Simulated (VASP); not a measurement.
# K (Fm-3m) in VASP: a series of runs

The runs below take K through single point, relaxation of cell and atoms, with PBE.

Program: VASP 6.6.1. These are calculated values, not measurements. Logs are shortened: lines on timing, memory, paths and dates and some standing lists are left out, and cuts for length are marked.

### Step 1. The cell of the first run

It takes space group Fm-3m (No. 225, cubic). Conventional cell: a = 6.925 Å, b = 6.925 Å, c = 6.925 Å, α = 90.00°, β = 90.00°, γ = 90.00°.

This isn't the form of K at room conditions, which is bcc.

### Step 2. Single point, PBE (83.02 Å³/atom)

INCAR

```
SYSTEM = K
  PREC = Accurate
  ENCUT = 520
  EDIFF = 1E-6
  ISMEAR = -1
  SIGMA = 0.1
  LREAL = .False.
  LASPH = .True.
  NELM = 100
  ALGO = Normal
  ISIF = 2
  LWAVE = .False.
  LCHARG = .True.
  GGA = PE
  LELF = .True.
  LVHAR = .True.
  NBANDS = 10
```

KPOINTS

```
regular mesh
0
Gamma
  9 9 9
  0 0 0
```

POSCAR

```
K
1.0
    0.0000000000      3.4625118254      3.4625118254
    3.4625118254      0.0000000000      3.4625118254
    3.4625118254      3.4625118254      0.0000000000
K
1
Direct
    0.0000000000      0.0000000000      0.0000000000
```

Potentials or basis: VASP PAW PBE potentials, release 64 (K_sv).

Command:

```console
$ cat potpaw_PBE.64/K_sv/POTCAR > POTCAR
$ mpirun -np 1 vasp_std > vasp.out
```

OUTCAR:

```text
SYSTEM = K
   PREC = Accurate
   ENCUT = 520
   EDIFF = 1E-6
   ISMEAR = -1
   LREAL = .False.
   LASPH = .True.
   NELM = 100
   ISIF = 2
   GGA = PE

 ion  position               nearest neighbor table
   1  0.000  0.000  0.000-

  LATTYP: Found a face centered cubic cell.
 ALAT       =     6.9250236508

  Lattice vectors:

 A1 = (   0.0000000000,   3.4625118254,   3.4625118254)
 A2 = (   3.4625118254,   0.0000000000,   3.4625118254)
 A3 = (   3.4625118254,   3.4625118254,   0.0000000000)

Analysis of symmetry for initial positions (statically):
=====================================================================
 Subroutine PRICEL returns:
 Original cell was already a primitive cell.

 Routine SETGRP: Setting up the symmetry group for a
 face centered cubic supercell.

 Subroutine GETGRP returns: Found 48 space group operations
 (whereof 48 operations were pure point group operations)
 out of a pool of 48 trial point group operations.

The static configuration has the point symmetry O_h .

Analysis of symmetry for dynamics (positions and initial velocities):
=====================================================================
 Subroutine PRICEL returns:
 Original cell was already a primitive cell.

 Routine SETGRP: Setting up the symmetry group for a
 face centered cubic supercell.

 Subroutine GETGRP returns: Found 48 space group operations
 (whereof 48 operations were pure point group operations)
 out of a pool of 48 trial point group operations.

The dynamic configuration has the point symmetry O_h .

 Subroutine INISYM returns: Found 48 space group operations
 (whereof 48 operations are pure point group operations),
 and found     1 'primitive' translations

----------------------------------------------------------------------------------------

                                     Primitive cell

  volume of cell :      83.0240

  direct lattice vectors                    reciprocal lattice vectors
     0.000000000  3.462511825  3.462511825    -0.144403839  0.144403839  0.144403839
     3.462511825  0.000000000  3.462511825     0.144403839 -0.144403839  0.144403839
     3.462511825  3.462511825  0.000000000     0.144403839  0.144403839 -0.144403839

  length of vectors
     4.896731183  4.896731183  4.896731183     0.250114786  0.250114786  0.250114786

  position of ions in fractional coordinates (direct lattice)
     0.000000000  0.000000000  0.000000000

  ion indices of the primitive-cell ions
   primitive index   ion index
                 1           1

----------------------------------------------------------------------------------------

 KPOINTS: regular mesh

Automatic generation of k-mesh.
 Grid dimensions read from file:
 generate k-points for:    9    9    9

 Generating k-lattice:

  Cartesian coordinates                     Fractional coordinates (reciprocal lattice)
    -0.016044871  0.016044871  0.016044871     0.111111111  0.000000000  0.000000000
     0.016044871 -0.016044871  0.016044871     0.000000000  0.111111111  0.000000000
     0.016044871  0.016044871 -0.016044871     0.000000000  0.000000000  0.111111111

  Length of vectors
     0.027790532  0.027790532  0.027790532

  Shift w.r.t. Gamma in fractional coordinates (k-lattice)
     0.000000000  0.000000000  0.000000000

 Subroutine IBZKPT returns following result:
 ===========================================

 Found     35 irreducible k-points:

 Following reciprocal coordinates:
            Coordinates               Weight
  0.000000  0.000000  0.000000      1.000000
  0.111111  0.000000  0.000000      8.000000
  0.222222  0.000000  0.000000      8.000000
  0.333333  0.000000  0.000000      8.000000
  0.444444  0.000000  0.000000      8.000000
  0.111111  0.111111  0.000000      6.000000
[... 16 lines left out ...]
 -0.333333  0.333333  0.000000     12.000000
  0.444444  0.444444  0.000000      6.000000
 [... further k-points ...]
   k-points           NKPTS =     35   k-points in BZ     NKDIM =     35   number of bands    NBANDS=     10
   number of dos      NEDOS =    301   number of ions     NIONS =      1
   total plane-waves  NPLWV =  46656
   dimension x,y,z NGX =    36 NGY =   36 NGZ =   36
   dimension x,y,z NGXF=    72 NGYF=   72 NGZF=   72
   ions per type =               1
   NGX,Y,Z   is equivalent  to a cutoff of  12.22, 12.22, 12.22 a.u.
   NGXF,Y,Z  is equivalent  to a cutoff of  24.44, 24.44, 24.44 a.u.
 SYSTEM =  K
   PREC   = accura    normal or accurate (medium, high low for compatibility)
   ISTART =      0    job   : 0-new  1-cont  2-samecut
   ICHARG =      2    charge: 1-file 2-atom 10-const
   ISPIN  =      1    spin polarized calculation?
   LNONCOLLINEAR =      F non collinear calculations
   LSORBIT =      F    spin-orbit coupling
   LASPH  =      T    aspherical Exc in radial PAW
   ENCUT  =  520.0 eV  38.22 Ry    6.18 a.u.   9.10  9.10  9.10*2*pi/ulx,y,z
   NELM   =    100;   NELMIN=  2; NELMDL= -5     # of ELM steps
   EDIFF  = 0.1E-05   stopping-criterion for ELM
   LREAL  =      F    real-space projection
   EDIFFG = 0.1E-04   stopping-criterion for IOM
   NSW    =      0    number of steps for IOM
   IBRION =     -1    ionic relax: 0-MD 1-quasi-New 2-CG
   NFREE  =      0    steps in history (QN), initial steepest desc. (CG)
   ISIF   =      2    stress and relaxation
   ISYM   =      2    0-nonsym 1-usesym 2-fastsym
   POTIM  = 0.5000    time-step for ionic-motion
   TEBEG  =    0.0;   TEEND  =   0.0 temperature during run
   PSTRESS=    0.0 pullay stress
   NELECT =       9.0000    total number of electrons
   NUPDOWN=      -1.0000    fix difference up-down
   EMIN   =  10.00;   EMAX   =-10.00  energy-range for DOS
   EFERMI =   0.00;   METHOD = LEGACY
   ISMEAR =    -1;   SIGMA  =   0.10  broadening in eV -4-tet -1-fermi 0-gaus
   EFERMI_NEDOS =   21; number of points for ismear=-14 and -15
   IALGO  =     38    algorithm
   IMIX   =      4    mixing-type and parameters
     AMIX     =   0.40;   BMIX     =  1.00
     AMIX_MAG =   1.60;   BMIX_MAG =  1.00
  volume/ion in A,a.u.               =      83.02       560.27
  Fermi-wavevector in a.u.,A,eV,Ry     =   0.780587  1.475095  8.290239  0.609315
  Thomas-Fermi vector in A             =   1.883929
   LORBIT       =      0    0 simple, 1 ext, 2 COOP (PROOUT), +10 PAW based schemes
   GGA     = PE    functional components
   LHFCALC =     F    Hartree Fock is set to
   AEXX    =    0.0000 exact exchange contribution
   IVDW    =     0    specifies the selected vdW correction
   LEPSILON=     F    determine dielectric tensor
   LRPA    =     F    only Hartree local field effects (RPA)
 non-spin polarized calculation
  energy-cutoff  :      520.00
  volume of cell :       83.02
 maximum number of plane-waves:      2253
   NGX = 19   NGY = 19   NGZ = 19

 number of electron       8.9999999 magnetization

 Free energy of the ion-electron system (eV)
  ---------------------------------------------------
  ext. energy  EPLUGINS =         0.00000000
  ---------------------------------------------------
  free energy    TOTEN  =        -1.05087040 eV

  energy without entropy =       -1.02378544  energy(sigma->0) =       -1.03732792

 E-fermi :  -0.3449     XC(G=0):  -5.3675

 val. band max:       -0.4234953660   @ k =   0.4444   0.0000   0.0000
 cond. band min:      -0.3017591671   @ k =   0.4444   0.3333   0.0000
 fundamental gap:      0.1217361989
 Fermi energy:        -0.3449243737

 k-point     1 :       0.0000    0.0000    0.0000
  band No.  band energies     occupation
      1     -32.5760      2.00000
      2     -16.0327      2.00000
      3     -16.0327      2.00000
      4     -16.0327      2.00000
      5      -2.3585      2.00000
      6       3.7203      0.00000
      7       3.7203      0.00000
      8       3.7203      0.00000
      9       4.8843      0.00000
     10       4.8843      0.00000

 k-point     2 :       0.1111    0.0000    0.0000
  band No.  band energies     occupation
      1     -32.5758      2.00000
      2     -16.0377      2.00000
      3     -16.0334      2.00000
      4     -16.0334      2.00000
      5      -2.2271      2.00000
      6       3.3372      0.00000
      7       3.7652      0.00000
      8       3.7652      0.00000
      9       4.7701      0.00000
     10       4.7701      0.00000

 k-point     3 :       0.2222    0.0000    0.0000
  band No.  band energies     occupation
      1     -32.5752      2.00000
      2     -16.0503      2.00000
      3     -16.0352      2.00000
      4     -16.0352      2.00000
      5      -1.8412      2.00000
      6       2.5131      0.00000
      7       3.7868      0.00000
      8       3.7868      0.00000
      9       4.7093      0.00000
     10       4.7093      0.00000

 k-point     4 :       0.3333    0.0000    0.0000
  band No.  band energies     occupation
      1     -32.5745      2.00000
      2     -16.0646      2.00000
      3     -16.0372      2.00000
      4     -16.0372      2.00000
      5      -1.2252      1.99970
      6       1.5386      0.00000
      7       3.6550      0.00000
      8       3.6550      0.00000
      9       5.0163      0.00000
     10       5.0167      0.00000
[... 222 lines left out ...]
 k-point    22 :      -0.4444    0.3333    0.0000
  band No.  band energies     occupation
      1     -32.5734      2.00000
      2     -16.0675      2.00000
      3     -16.0544      2.00000
      4     -16.0456      2.00000
      5       0.4291      0.00087
      6       1.1973      0.00000
      7       1.6198      0.00000
      8       3.6574      0.00000
      9       3.8915      0.00000
     10       5.6026      0.00000

 k-point    23 :      -0.3333    0.3333    0.0000
  band No.  band energies     occupation
      1     -32.5735      2.00000
      2     -16.0614      2.00000
      3     -16.0612      2.00000
      4     -16.0432      2.00000
      5       0.4224      0.00093
      6       1.2526      0.00000
      7       1.3776      0.00000
      8       3.8180      0.00000
      9       3.9400      0.00000
     10       5.2348      0.00000

 k-point    24 :       0.4444    0.4444    0.0000
  band No.  band energies     occupation
      1     -32.5734      2.00000
      2     -16.0716      2.00000
      3     -16.0480      2.00000
      4     -16.0480      2.00000
      5       0.1459      0.01466
      6       1.3116      0.00000
      7       2.0034      0.00000
      8       4.1092      0.00000
      9       4.1092      0.00000
     10       4.7487      0.00000

 [... further k-points ...]

------------------------ aborting loop because EDIFF is reached ----------------------------------------

  FORCE on cell =-STRESS in cart. coord.  units (eV):
  Direction    XX          YY          ZZ          XY          YZ          ZX
  --------------------------------------------------------------------------------------
  -------------------------------------------------------------------------------------
  Total       -0.1708606     -0.1708606     -0.1708606     -0.0000000     -0.0000000      0.0000000
  in kB       -3.2972264     -3.2972264     -3.2972264     -0.0000000     -0.0000000      0.0000000
  external PRESSURE =      -3.2972264 kB  Pullay stress =       0.0000000 kB

 VOLUME and BASIS-vectors are now :
 -----------------------------------------------------------------------------
  energy-cutoff  :      520.00
  volume of cell :       83.02
      direct lattice vectors                 reciprocal lattice vectors
     0.000000000  3.462511825  3.462511825    -0.144403839  0.144403839  0.144403839
     3.462511825  0.000000000  3.462511825     0.144403839 -0.144403839  0.144403839
     3.462511825  3.462511825  0.000000000     0.144403839  0.144403839 -0.144403839

 POSITION                                       TOTAL-FORCE (eV/Angst)
 -----------------------------------------------------------------------------------
      0.00000      0.00000      0.00000         0.000000      0.000000      0.000000
 -----------------------------------------------------------------------------------
    total drift:                               -0.000000      0.000000      0.000000

  FREE ENERGIE OF THE ION-ELECTRON SYSTEM (eV)
  ---------------------------------------------------
  free  energy   TOTEN  =        -1.0508703956 eV

  energy  without entropy=       -1.0237854434  energy(sigma->0) =       -1.03732792
```

Run time: 26 s. Hardware: 1 thread of Intel Xeon Platinum 8259CL at 2.50GHz (Skylake/Cascade Lake), shared host; peak memory 0.2 GiB.

Results:

```yaml
Free_energy: -1.0509 eV
Pressure: -0.3 GPa
Band_gap_on_the_k_mesh: zero (an odd number of electrons rules out a gap without spin polarisation)
```

(Part 1 of 2 ends here.)
